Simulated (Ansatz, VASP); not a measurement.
**Sn2F: VASP beside Ansatz**

```
CELL_PARAMETERS angstrom
5.00076 0.00000 0.00000
-2.50038 4.33079 0.00000
0.00000 0.00000 3.16794
ATOMIC_POSITIONS crystal
Sn 0.33333 0.66667 0.00000
Sn 0.66667 0.33333 0.00000
F 0.00000 0.00000 0.00000
```

Alike in both runs: functional PBE; k mesh 6 × 6 × 6; occupations gaussian, width 0.1 eV; no spin polarisation.

Ansatz relaxed the structure, and its values are those at the end. VASP's run is a single point on that final structure, the one shown.

|  | VASP | Ansatz |
| --- | --- | --- |
| version | VASP 6.6.1 | Ansatz 0.2.0 |
| potentials or method | VASP PAW PBE potentials, release 64 (Sn_d, F), cutoff 520 eV | scalar-relativistic, plane waves, PAW |
| valence electrons in the cell | 35 | 35 |

VASP gave:

```
gap on the k mesh at the Fermi level (eV) : none
pressure (GPa)                            : -0.1
```

Q: Which values does Ansatz return?

A: gap on the k mesh at the Fermi level (eV): none; pressure (GPa): 0.0.

A gap of «none» marks a metal or a gap that the smearing closes. The functional is the same, so the differences come from potentials, cutoffs and numerics.
